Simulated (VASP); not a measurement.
A run of VASP 6.6.1:

The input INCAR:

```
PREC = Accurate ; ENCUT = 600
EDIFF = 1E-7 ; ISMEAR = -1
SIGMA = 0.15 ; LREAL = False
LASPH = True ; NELM = 60
ALGO = Normal ; ISIF = 3
LWAVE = False ; LCHARG = False
IBRION = 2 ; NSW = 80
EDIFFG = -0.001 ; PSTRESS = 80.0
```

The input KPOINTS:

```
regular mesh
0
Gamma
  14 14 14
```

Contents of POSCAR:

```
MgAu
1.0
    3.2199442642      0.0000000000      0.0000000000
    0.0000000000      3.2199442642      0.0000000000
    0.0000000000      0.0000000000      3.2199442642
Mg Au
1 1
Direct
    0.5000000000      0.5000000000      0.5000000000
    0.0000000000      0.0000000000      0.0000000000
```

Potentials or basis: VASP PAW LDA potentials, release 64 (Mg, Au).

Run with:

```sh
$ cat potpaw_LDA.64/Mg/POTCAR potpaw_LDA.64/Au/POTCAR > POTCAR
$ mpirun -np 1 vasp_std > vasp.out
```

Hardware: 1 thread of Intel(R) Xeon(R) Platinum 8488C (Sapphire Rapids) (shared host).

**Question.** Estimate the wall time of this run.

**Answer.** Wall time 2.1 min on 1 thread of Intel(R) Xeon(R) Platinum 8488C (Sapphire Rapids), with other jobs on the host, peak memory 0.2 GiB. Counts: scf iterations 45, k points 120, ion steps 6.
